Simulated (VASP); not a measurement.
# SiO2 (P6_322) in VASP: notebook

SiO2 is run at these levels: LDA, r2SCAN; tasks: single point.

Everything below comes from runs of VASP 6.6.1. Logs are shortened: lines on timing, memory, paths and dates and some standing lists are left out, and cuts for length are marked.

**1. The cell of the first run**

The structure is hexagonal, space group P6_322 (No. 182). The conventional cell has a = 5.069 Å, b = 5.069 Å, c = 8.558 Å, α = 90.00°, β = 90.00°, γ = 120.00°. Si (site symmetry 3) has 4 O at 1.60 to 1.61 Å within 2.1 Å. O (site symmetry 2) has 2 Si at 1.61 Å within 2.1 Å. O (site symmetry 32) has 2 Si at 1.60 Å within 2.1 Å.

**2. Single point, LDA**

File INCAR:

```
SYSTEM = SiO2
PREC = Accurate ; ENCUT = 600
EDIFF = 1E-6 ; ISMEAR = 0
SIGMA = 0.01 ; LREAL = .FALSE.
LASPH = .TRUE. ; NELM = 120
ALGO = Normal ; ISIF = 2
LWAVE = .FALSE. ; LCHARG = .FALSE.
GGA = CA ; NBANDS = 44
GGA_COMPAT = .FALSE.
```

File KPOINTS:

```
regular mesh
0
G
  6 6 4
  0 0 0
```

File POSCAR:

```
SiO2
1.0
    5.0690738885      0.0000000000      0.0000000000
   -2.5345369442      4.3899467611      0.0000000000
    0.0000000000      0.0000000000      8.5584885400
Si O
4 8
Direct
    0.3333333333      0.6666666667      0.4371258000
    0.3333333333      0.6666666667      0.0628742000
    0.6666666667      0.3333333333      0.5628742000
    0.6666666667      0.3333333333      0.9371258000
    0.4212587450      0.0000000000      0.0000000000
    0.3333333333      0.6666666667      0.2500000000
    0.6666666667      0.3333333333      0.7500000000
    0.0000000000      0.5787412550      0.5000000000
    0.5787412550      0.5787412550      0.0000000000
    0.5787412550      0.0000000000      0.5000000000
    0.4212587450      0.4212587450      0.5000000000
    0.0000000000      0.4212587450      0.0000000000
```

Potentials or basis: VASP PAW LDA potentials, release 64 (Si, O).

Run with:

```
$ cat potpaw_LDA.64/Si/POTCAR potpaw_LDA.64/O/POTCAR > POTCAR
$ mpirun -np 1 vasp_std > vasp.out
```

OUTCAR:

```text
SYSTEM = SiO2
   PREC = Accurate
   ENCUT = 600
   EDIFF = 1E-6
   ISMEAR = 0
   LREAL = .FALSE.
   LASPH = .TRUE.
   NELM = 120
   ISIF = 2
   GGA = CA

 ion  position               nearest neighbor table
   1  0.333  0.667  0.437-   6 1.60   8 1.61  10 1.61  11 1.61   3 3.12   3 3.12   3 3.12
   2  0.333  0.667  0.063-   6 1.60   5 1.61  12 1.61   9 1.61   4 3.12   4 3.12   4 3.12
   3  0.667  0.333  0.563-   7 1.60  10 1.61   8 1.61  11 1.61   1 3.12   1 3.12   1 3.12
   4  0.667  0.333  0.937-   7 1.60  12 1.61   5 1.61   9 1.61   2 3.12   2 3.12   2 3.12
   5  0.421  0.000  0.000-   2 1.61   4 1.61
   6  0.333  0.667  0.250-   1 1.60   2 1.60
   7  0.667  0.333  0.750-   3 1.60   4 1.60
   8  0.000  0.579  0.500-   1 1.61   3 1.61
   9  0.579  0.579  0.000-   4 1.61   2 1.61
  10  0.579  0.000  0.500-   3 1.61   1 1.61
  11  0.421  0.421  0.500-   1 1.61   3 1.61
  12  0.000  0.421  0.000-   4 1.61   2 1.61

  LATTYP: Found a hexagonal cell.
 ALAT       =     5.0690738885
 C/A-ratio  =     1.6883732075

  Lattice vectors:

 A1 = (   5.0690738885,   0.0000000000,   0.0000000000)
 A2 = (  -2.5345369442,   4.3899467611,   0.0000000000)
 A3 = (   0.0000000000,   0.0000000000,   8.5584885400)

Analysis of symmetry for initial positions (statically):
=====================================================================
 Subroutine PRICEL returns:
 Original cell was already a primitive cell.

 Routine SETGRP: Setting up the symmetry group for a
 hexagonal supercell.

 Subroutine GETGRP returns: Found 12 space group operations
 (whereof  6 operations were pure point group operations)
 out of a pool of 24 trial point group operations.

The static configuration has the point symmetry D_3 .
 The point group associated with its full space group is D_6 .

Analysis of symmetry for dynamics (positions and initial velocities):
=====================================================================
 Subroutine PRICEL returns:
 Original cell was already a primitive cell.

 Routine SETGRP: Setting up the symmetry group for a
 hexagonal supercell.

 Subroutine GETGRP returns: Found 12 space group operations
 (whereof  6 operations were pure point group operations)
 out of a pool of 24 trial point group operations.

The dynamic configuration has the point symmetry D_3 .
 The point group associated with its full space group is D_6 .

 Subroutine INISYM returns: Found 12 space group operations
 (whereof  6 operations are pure point group operations),
 and found     1 'primitive' translations

----------------------------------------------------------------------------------------

                                     Primitive cell

  volume of cell :     190.4517

  direct lattice vectors                    reciprocal lattice vectors
     5.069073889  0.000000000  0.000000000     0.197274694  0.113896598  0.000000000
    -2.534536944  4.389946761  0.000000000     0.000000000  0.227793195  0.000000000
     0.000000000  0.000000000  8.558488540     0.000000000  0.000000000  0.116843061

  length of vectors
     5.069073889  5.069073888  8.558488540     0.227793195  0.227793195  0.116843061

  position of ions in fractional coordinates (direct lattice)
     0.333333333  0.666666667  0.437125800
     0.333333333  0.666666667  0.062874200
     0.666666667  0.333333333  0.562874200
     0.666666667  0.333333333  0.937125800
     0.421258745  0.000000000  0.000000000
     0.333333333  0.666666667  0.250000000
     0.666666667  0.333333333  0.750000000
     0.000000000  0.578741255  0.500000000
     0.578741255  0.578741255  0.000000000
     0.578741255  0.000000000  0.500000000
     0.421258745  0.421258745  0.500000000
     0.000000000  0.421258745  0.000000000

  ion indices of the primitive-cell ions
   primitive index   ion index
                 1           1
                 2           2
                 3           3
                 4           4
                 5           5
                 6           6
                 7           7
                 8           8
                 9           9
                10          10
                11          11
                12          12

----------------------------------------------------------------------------------------

 KPOINTS: regular mesh

Automatic generation of k-mesh.
 Grid dimensions read from file:
 generate k-points for:    6    6    4

 Generating k-lattice:

  Cartesian coordinates                     Fractional coordinates (reciprocal lattice)
     0.032879116  0.018982766  0.000000000     0.166666667 -0.000000000  0.000000000
     0.000000000  0.037965533  0.000000000     0.000000000  0.166666667  0.000000000
     0.000000000  0.000000000  0.029210765     0.000000000  0.000000000  0.250000000

  Length of vectors
     0.037965533  0.037965533  0.029210765

  Shift w.r.t. Gamma in fractional coordinates (k-lattice)
     0.000000000  0.000000000  0.000000000

 Subroutine IBZKPT returns following result:
 ===========================================

 Found     21 irreducible k-points:

 Following reciprocal coordinates:
            Coordinates               Weight
  0.000000  0.000000  0.000000      1.000000
  0.166667 -0.000000  0.000000      6.000000
  0.333333 -0.000000  0.000000      6.000000
  0.500000 -0.000000  0.000000      3.000000
  0.166667  0.166667  0.000000      6.000000
  0.333333  0.166667  0.000000     12.000000
[... 13 lines left out ...]
  0.333333  0.166667  0.500000     12.000000
  0.333333  0.333333  0.500000      2.000000
   k-points           NKPTS =     21   k-points in BZ     NKDIM =     21   number of bands    NBANDS=     44
   number of dos      NEDOS =    301   number of ions     NIONS =     12
   total plane-waves  NPLWV = 112000
   dimension x,y,z NGX =    40 NGY =   40 NGZ =   70
   dimension x,y,z NGXF=    80 NGYF=   80 NGZF=  140
   ions per type =               4   8
   NGX,Y,Z   is equivalent  to a cutoff of  13.12, 13.12, 13.60 a.u.
   NGXF,Y,Z  is equivalent  to a cutoff of  26.24, 26.24, 27.19 a.u.
 SYSTEM =  SiO2
   PREC   = accura    normal or accurate (medium, high low for compatibility)
   ISTART =      0    job   : 0-new  1-cont  2-samecut
   ICHARG =      2    charge: 1-file 2-atom 10-const
   ISPIN  =      1    spin polarized calculation?
   LNONCOLLINEAR =      F non collinear calculations
   LSORBIT =      F    spin-orbit coupling
   LASPH  =      T    aspherical Exc in radial PAW
   ENCUT  =  600.0 eV  44.10 Ry    6.64 a.u.  10.12 10.12 17.09*2*pi/ulx,y,z
   NELM   =    120;   NELMIN=  2; NELMDL= -5     # of ELM steps
   EDIFF  = 0.1E-05   stopping-criterion for ELM
   LREAL  =      F    real-space projection
   EDIFFG = 0.1E-04   stopping-criterion for IOM
   NSW    =      0    number of steps for IOM
   IBRION =     -1    ionic relax: 0-MD 1-quasi-New 2-CG
   NFREE  =      0    steps in history (QN), initial steepest desc. (CG)
   ISIF   =      2    stress and relaxation
   ISYM   =      2    0-nonsym 1-usesym 2-fastsym
   POTIM  = 0.5000    time-step for ionic-motion
   TEBEG  =    0.0;   TEEND  =   0.0 temperature during run
   PSTRESS=    0.0 pullay stress
   NELECT =      64.0000    total number of electrons
   NUPDOWN=      -1.0000    fix difference up-down
   EMIN   =  10.00;   EMAX   =-10.00  energy-range for DOS
   EFERMI =   0.00;   METHOD = LEGACY
   ISMEAR =     0;   SIGMA  =   0.01  broadening in eV -4-tet -1-fermi 0-gaus
   EFERMI_NEDOS =   21; number of points for ismear=-14 and -15
   IALGO  =     38    algorithm
   IMIX   =      4    mixing-type and parameters
     AMIX     =   0.40;   BMIX     =  1.00
     AMIX_MAG =   1.60;   BMIX_MAG =  1.00
  volume/ion in A,a.u.               =      15.87       107.10
  Fermi-wavevector in a.u.,A,eV,Ry     =   1.138168  2.150826 17.625357  1.295427
  Thomas-Fermi vector in A             =   2.274873
   LORBIT       =      0    0 simple, 1 ext, 2 COOP (PROOUT), +10 PAW based schemes
   GGA     = CA    functional components
   LHFCALC =     F    Hartree Fock is set to
   AEXX    =    0.0000 exact exchange contribution
   IVDW    =     0    specifies the selected vdW correction
   LEPSILON=     F    determine dielectric tensor
   LRPA    =     F    only Hartree local field effects (RPA)
 non-spin polarized calculation
 Gauss-broadening in eV      SIGMA  =   0.01
  energy-cutoff  :      600.00
  volume of cell :      190.45
 maximum number of plane-waves:      6396
   NGX = 21   NGY = 21   NGZ = 35

 number of electron      63.9999981 magnetization

 Free energy of the ion-electron system (eV)
  ---------------------------------------------------
  ext. energy  EPLUGINS =         0.00000000
  ---------------------------------------------------
  free energy    TOTEN  =      -103.73945967 eV

  energy without entropy =     -103.73945967  energy(sigma->0) =     -103.73945967

 E-fermi :  -0.6934     XC(G=0):  -8.3638

 val. band max:       -0.7711053338   @ k =   0.0000   0.0000   0.2500
 cond. band min:       4.6106899426   @ k =   0.0000   0.0000   0.0000
 fundamental gap:      5.3817952765
 Fermi energy:        -0.6934046462

 k-point     1 :       0.0000    0.0000    0.0000
  band No.  band energies     occupation
      1     -19.9874      2.00000
      2     -19.5741      2.00000
      3     -18.5426      2.00000
      4     -17.8594      2.00000
      5     -17.8485      2.00000
      6     -17.8485      2.00000
[... 36 lines left out ...]
     43      10.8540      0.00000
     44      10.8542      0.00000

 k-point     2 :       0.1667   -0.0000    0.0000
  band No.  band energies     occupation
      1     -19.9128      2.00000
      2     -19.4917      2.00000
      3     -18.6364      2.00000
      4     -17.9716      2.00000
      5     -17.8644      2.00000
      6     -17.8608      2.00000
[... 885 lines left out ...]
 k-point    21 :       0.3333    0.3333    0.5000
  band No.  band energies     occupation
      1     -19.3109      2.00000
      2     -19.3109      2.00000
      3     -18.8206      2.00000
      4     -18.8206      2.00000
      5     -17.8836      2.00000
      6     -17.8836      2.00000
[... 36 lines left out ...]
     43       9.9371      0.00000
     44       9.9371      0.00000

------------------------ aborting loop because EDIFF is reached ----------------------------------------

  FORCE on cell =-STRESS in cart. coord.  units (eV):
  Direction    XX          YY          ZZ          XY          YZ          ZX
  --------------------------------------------------------------------------------------
  -------------------------------------------------------------------------------------
  Total       -1.4614199     -1.4614199     -1.3765333     -0.0000000      0.0000000      0.0000000
  in kB      -12.2942111    -12.2942111    -11.5801011     -0.0000000      0.0000000      0.0000000
  external PRESSURE =     -12.0561744 kB  Pullay stress =       0.0000000 kB

 VOLUME and BASIS-vectors are now :
 -----------------------------------------------------------------------------
  energy-cutoff  :      600.00
  volume of cell :      190.45
      direct lattice vectors                 reciprocal lattice vectors
     5.069073889  0.000000000  0.000000000     0.197274694  0.113896598  0.000000000
    -2.534536944  4.389946761  0.000000000     0.000000000  0.227793195  0.000000000
     0.000000000  0.000000000  8.558488540     0.000000000  0.000000000  0.116843061

 POSITION                                       TOTAL-FORCE (eV/Angst)
 -----------------------------------------------------------------------------------
     -0.00000      2.92663      3.74114         0.000000     -0.000000      0.010969
     -0.00000      2.92663      0.53811         0.000000     -0.000000     -0.010969
      2.53454      1.46332      4.81735         0.000000     -0.000000     -0.010969
      2.53454      1.46332      8.02038         0.000000     -0.000000      0.010969
      2.13539      0.00000      0.00000         0.042701     -0.000000      0.000000
     -0.00000      2.92663      2.13962         0.000000     -0.000000      0.000000
      2.53454      1.46332      6.41887         0.000000     -0.000000      0.000000
     -1.46684      2.54064      4.27924         0.021350     -0.036980      0.000000
      1.46684      2.54064      0.00000        -0.021350     -0.036980      0.000000
      2.93368      0.00000      4.27924        -0.042701     -0.000000      0.000000
      1.06770      1.84930      4.27924         0.021350      0.036980      0.000000
     -1.06770      1.84930      0.00000        -0.021350      0.036980      0.000000
 -----------------------------------------------------------------------------------
    total drift:                               -0.000001      0.000000      0.000000

  FREE ENERGIE OF THE ION-ELECTRON SYSTEM (eV)
  ---------------------------------------------------
  free  energy   TOTEN  =      -103.7394596678 eV

  energy  without entropy=     -103.7394596678  energy(sigma->0) =     -103.73945967
```

Wall time 5 min (1 thread of Oxide Virtual Turin-like, shared host); peak memory 0.3 GiB.

Results:

| Quantity | Value |
| --- | --- |
| Free energy | -103.7395 eV |
| Pressure | -1.2 GPa |
| Largest force | 0.043 eV/Å |
| Band gap on the k mesh | 5.38 eV (least direct gap 5.43 eV) |

Forces on the atoms (eV/Å):
```
Si   0.000  0.000  0.011
Si   0.000  0.000 -0.011
Si   0.000  0.000 -0.011
Si   0.000  0.000  0.011
O    0.043  0.000  0.000
O    0.000  0.000  0.000
O    0.000  0.000  0.000
O    0.021 -0.037  0.000
O   -0.021 -0.037  0.000
O   -0.043  0.000  0.000
O    0.021  0.037  0.000
O   -0.021  0.037  0.000
```

Levels at points of the mesh, in eV from the valence-band top:
| k point | band 29 | band 30 | band 31 | band 32 | band 33 | band 34 | band 35 | band 36 |
| --- | --- | --- | --- | --- | --- | --- | --- | --- |
| (0.00, 0.00, 0.00) | -0.70 | -0.65 | -0.04 | -0.04 | 5.38 | 7.66 | 8.03 | 8.60 |
| (0.50, 0.00, 0.00) | -0.95 | -0.77 | -0.64 | -0.03 | 7.63 | 8.02 | 8.57 | 9.03 |
| (0.00, 0.00, 0.50) | -0.64 | -0.64 | -0.21 | -0.21 | 6.17 | 6.17 | 8.98 | 8.98 |
| (0.50, 0.00, 0.50) | -0.76 | -0.76 | -0.36 | -0.36 | 8.04 | 8.04 | 8.29 | 8.29 |

A k mesh can miss the band edges.

**3. Single point, r2SCAN**

POSCAR is that of step 2.

File INCAR.step1:

```
SYSTEM = SiO2
PREC     = Accurate       ! precision mode
ENCUT    = 660            ! plane-wave cutoff, eV
ISMEAR   = 0              ! smearing method
SIGMA    = 0.01           ! smearing width, eV
LREAL    = .False.        ! projectors in reciprocal space
LASPH    = .True.         ! aspherical terms in the spheres
NELM     = 120            ! most SCF steps
NBANDS   = 44             ! bands
GGA      = PE             ! functional
ALGO     = Normal         ! electronic algorithm
EDIFF    = 1E-5           ! SCF threshold, eV
LWAVE    = .True.         ! write WAVECAR
LCHARG   = .False.        ! write CHGCAR
GGA_COMPAT= .False.
```

File INCAR.step2:

```
SYSTEM = SiO2
PREC     = Accurate       ! precision mode
ENCUT    = 660            ! plane-wave cutoff, eV
EDIFF    = 1E-6           ! SCF threshold, eV
ISMEAR   = 0              ! smearing method
SIGMA    = 0.01           ! smearing width, eV
LREAL    = .False.        ! projectors in reciprocal space
LASPH    = .True.         ! aspherical terms in the spheres
NELM     = 120            ! most SCF steps
ALGO     = Normal         ! electronic algorithm
ISIF     = 2              ! what is computed and relaxed
LWAVE    = .False.        ! write WAVECAR
LCHARG   = .True.         ! write CHGCAR
METAGGA  = R2SCAN         ! meta-GGA
LMIXTAU  = .True.       
LELF     = .True.         ! ELF
LVHAR    = .True.       
NBANDS   = 44             ! bands
ISTART   = 1            
GGA_COMPAT= .False.
```

File KPOINTS:

```
Automatic mesh
0
Gamma
  6 6 4
  0 0 0
```

Potentials or basis: VASP PAW PBE potentials, release 64 (Si, O).

Run with:

```
$ cat potpaw_PBE.64/Si/POTCAR potpaw_PBE.64/O/POTCAR > POTCAR
$ cp INCAR.step1 INCAR
$ mpirun -np 1 vasp_std > vasp.out
$ cp INCAR.step2 INCAR
$ mpirun -np 1 vasp_std > vasp.out
```

Run time: 17 min. Hardware: 1 thread of Oxide Virtual Turin-like, shared host; peak memory 0.43 GiB.

Results (log left out):

| Property | Result |
| --- | --- |
| Free energy | -119.1798 eV |
| Pressure | -0.1 GPa |
| Largest force | 0.024 eV/Å |
| Band gap on the k mesh | 6.18 eV (least direct gap 6.22 eV) |

Forces in eV/Å, atoms in the order of the input:
```
Si   0.000  0.000  0.005
Si   0.000  0.000 -0.005
Si   0.000  0.000 -0.005
Si   0.000  0.000  0.005
O   -0.024  0.000  0.000
O    0.000  0.000  0.000
O    0.000  0.000  0.000
O   -0.012  0.020  0.000
O    0.012  0.020  0.000
O    0.024  0.000  0.000
O   -0.012 -0.020  0.000
O    0.012 -0.020  0.000
```

Levels at points of the mesh, in eV from the valence-band top:
```
           k point  band 30  band 31  band 32  band 33  band 34  band 35
(0.00, 0.00, 0.00)    -0.65    -0.04    -0.04     6.18     8.68     8.77
(0.50, 0.00, 0.00)    -0.76    -0.64    -0.03     8.54     8.82     9.39
(0.00, 0.00, 0.50)    -0.64    -0.21    -0.21     6.98     6.98    10.17
(0.50, 0.00, 0.50)    -0.75    -0.36    -0.36     9.00     9.00     9.10
```

Caveat: the PAW data sets were made with another functional, which shifts forces and pressure a little. A k mesh can miss the band edges.
